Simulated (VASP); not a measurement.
The system is BaS.

```
Ba S
1.0
     0.00000    3.21443    3.21443
     3.21443    0.00000    3.21443
     3.21443    3.21443    0.00000
Ba S
1 1
Direct
  0.00000 0.00000 0.00000
  0.50000 0.50000 0.50000
```

* Program: VASP 6.6.1
* Task: relaxation of cell and atoms
* Functional: PBEsol
* Potentials or basis: VASP PAW PBE potentials, release 64 (Ba_sv, S)
* Cutoff: 600 eV
* k mesh: 6 × 6 × 6
* Occupations: fermi-dirac, width 0.02 eV
* Spin: no spin polarisation

At the start: pressure -1.3 GPa; volume 33.21 Å³/atom.

**Question.** How do energy, volume and symmetry change on relaxing?

**Answer.** Over 3 steps the energy falls by 4.3 meV/atom and the volume is 32.20 Å³/atom (-3.0 %); space group Fm-3m (No. 225, to 0.1 Å) before and after.

Step by step:
| step | energy change (eV) | largest force (eV/Å) | pressure (GPa) | volume (Å³) |
| --- | --- | --- | --- | --- |
| 1 | 0.0000 | 0.0000 | -1.33 | 66.43 |
| 2 | -0.0078 | 0.0000 | 0.44 | 63.82 |
| 3 | -0.0086 | 0.0000 | 0.00 | 64.41 |

Final structure:
```
Ba S
1.0
     0.00000    3.18154    3.18154
     3.18154    0.00000    3.18154
     3.18154    3.18154    0.00000
Ba S
1 1
Direct
  0.00000 0.00000 0.00000
  0.50000 0.50000 0.50000
```

Caveat: the PAW data sets were made with another functional, which shifts forces and pressure a little.
